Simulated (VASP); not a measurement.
Set up this calculation in VASP 6.6.1, as the native input.

```yaml
Task: single point
Functional: HSE06
Potentials_or_basis: VASP PAW PBE potentials, release 64 (Mg, O)
Cutoff: 520 eV
k_mesh: 6 × 6 × 6
Occupations: gaussian, width 0.01 eV
Spin: no spin polarisation
Dipole_correction: no
Grid_for_exact_exchange_PRECFOCK: Normal
Further_INCAR_settings: ALGO = Normal; EDIFF = 1e-07; NBANDS = 11
Share_of_exact_exchange: 0.25
Screening_parameter: 0.2079 1/Å
```

MgO:

```xyz
2
Lattice="2.6233 0.0000 0.0000 0.0000 2.6233 0.0000 0.0000 0.0000 2.7737" Properties=species:S:1:pos:R:3 pbc="T T T"
Mg    0.0000    0.0000    0.0000
O     1.3117    1.3117    1.3868
```

This cell differs from its parent crystal: uniaxial z strain +5.7%.

These files were run (other wordings do the same):

POSCAR

```
MgO
1.0
    2.6233491278      0.0000000000      0.0000000000
    0.0000000000      2.6233491278      0.0000000000
    0.0000000000      0.0000000000      2.7736670328
Mg O
1 1
Direct
    0.0000000000      0.0000000000      0.0000000000
    0.5000000000      0.5000000000      0.5000000000
```

INCAR.step1

```
SYSTEM = MgO
ALGO = Normal ; EDIFF = 1E-5
ENCUT = 520 ; GGA = PE
ISIF = 2 ; ISMEAR = 0
LASPH = .True. ; LCHARG = .False.
LREAL = .False. ; LWAVE = .True.
NBANDS = 11 ; NELM = 60
PREC = Accurate ; SIGMA = 0.01
```

INCAR.step2

```
SYSTEM = MgO
ALGO = Normal ; EDIFF = 1E-7
ENCUT = 520 ; GGA = PE
HFSCREEN = 0.2079 ; ISIF = 2
ISMEAR = 0 ; ISTART = 1
LASPH = .True. ; LCHARG = .False.
LHFCALC = .True. ; LREAL = .False.
LWAVE = .False. ; NBANDS = 11
NELM = 60 ; PREC = Accurate
PRECFOCK = Normal ; SIGMA = 0.01
```

KPOINTS

```
k-points
0
Gamma
  6 6 6
  0 0 0
```

Potentials or basis: VASP PAW PBE potentials, release 64 (Mg, O).

The run is started by

```sh
$ cat potpaw_PBE.64/Mg/POTCAR potpaw_PBE.64/O/POTCAR > POTCAR
$ cp INCAR.step1 INCAR
$ mpirun -np 1 vasp_std > vasp.out
$ cp INCAR.step2 INCAR
$ mpirun -np 1 vasp_std > vasp.out
```

Results of the run:

```json
{
 "Pressure": "-8.6 GPa",
 "Band gap on the k mesh": "3.28 eV (least direct gap 4.22 eV)"
}
```

Caveat: the cell differs from its parent crystal (uniaxial z strain +5.7%); the stress differs along the axes, from -32 to 3 GPa; the structure was generated, so it needn't be the stable form of MgO; the PAW data sets were made with another functional, which shifts forces and pressure a little.

Wall time 13 min on 1 thread of Intel(R) Xeon(R) Platinum 8488C (Sapphire Rapids), with other jobs on the host, peak memory 0.23 GiB.
